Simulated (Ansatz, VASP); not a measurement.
**SnO: VASP beside Ansatz**

```
Sn O
1.0
     3.75213    0.00000    0.00000
     0.00000    3.75213    0.00000
     0.00000    0.00000    4.99127
Sn O
2 2
Direct
  0.00000 0.50000 0.22874
  0.50000 0.00000 0.77126
  0.00000 0.00000 0.00000
  0.50000 0.50000 0.00000
```

Change from the starting cell: strain -0.030 along x and y, -0.015 along z, atoms carried along.

Alike in both runs: task single point; functional PBE; k mesh 10 × 10 × 8; occupations gaussian, width 0.05 eV; no spin polarisation.

|  | VASP | Ansatz |
| --- | --- | --- |
| version | VASP 6.6.1 | Ansatz 0.2.0 |
| potentials or method | VASP PAW PBE potentials, release 64 (Sn_d, O), cutoff 520 eV | scalar-relativistic, plane waves, PAW |
| valence electrons in the cell | 40 | 40 |

|  | VASP | Ansatz | Ansatz less VASP |
| --- | --- | --- | --- |
| gap on the k mesh at the Fermi level (eV) | 0.20 | 0.18 | -0.013 |
| least direct gap on the mesh (eV) | 2.02 | 2.05 | +0.032 |
| pressure (GPa) | 8.0 | 7.7 | -0.29 |
| traceless stress, the component that is largest in VASP (GPa) | -1.94 | -1.96 | -0.021 |
| rms of the force components (eV/Å) | 0.460 | 0.420 | -0.0401 |

Atom by atom the forces differ by 0.040 eV/Å (rms over components). The functional is the same, so the differences come from potentials, cutoffs and numerics.
